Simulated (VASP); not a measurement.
Set up this calculation in VASP 6.6.1, as the native input.

* Task: relaxation of cell and atoms
* Functional: RPBE
* Dispersion: D4
* Potentials or basis: VASP PAW PBE potentials, release 64 (Y_sv)
* Cutoff: 600 eV
* k mesh: 9 × 9 × 9
* Occupations: fermi-dirac, width 0.05 eV
* Spin: no spin polarisation
* Dipole correction: no
* Further INCAR settings: ALGO = Fast; EDIFF = 1e-07; IBRION = 2; EDIFFG = -0.01; NSW = 60; ISIF = 3

The structure of Y lies in POSCAR:

```
Y
1.0
    0.0000000000      2.5519910612      2.5519910612
    2.5519910612      0.0000000000      2.5519910612
    2.5519910612      2.5519910612      0.0000000000
Y
1
Direct
    0.0000000000      0.0000000000      0.0000000000
```

These files were run (other wordings do the same):

INCAR

```
PREC = Accurate ; ENCUT = 600
EDIFF = 1E-7 ; ISMEAR = -1
SIGMA = 0.05 ; LREAL = F
LASPH = T ; NELM = 60
ALGO = Fast ; ISIF = 3
LWAVE = F ; LCHARG = F
GGA = RP ; IVDW = 13
IBRION = 2 ; NSW = 60
EDIFFG = -0.01
```

KPOINTS

```
Automatic mesh
0
Gamma
  9 9 9
```

Potentials or basis: VASP PAW PBE potentials, release 64 (Y_sv).

The run is started by

```bash
$ cat potpaw_PBE.64/Y_sv/POTCAR > POTCAR
$ mpirun -np 1 vasp_std > vasp.out
```

Results of the run:

| Item | Value |
| --- | --- |
| Relaxed volume | 32.18 Å³/atom |
| Relaxed cell | a = 3.570 Å, b = 3.570 Å, c = 3.570 Å, α = 60.00°, β = 60.00°, γ = 60.00° |
| Space group after relaxing (to 0.05 Å) | Fm-3m (No. 225) |
| Energy gained by relaxing | 4.0 meV/atom |
| Ionic steps | 3 |
| Pressure after relaxing | 0.0 GPa |
| Dispersion energy per atom | -0.392 eV |

Caveat: the PAW data sets were made with another functional, which shifts forces and pressure a little; pairwise dispersion overbinds metals, which lowers pressure and volume.

It took 44 s on 1 thread of Intel(R) Xeon(R) 6975P-C (Granite Rapids) (shared host), peak memory 0.19 GiB.
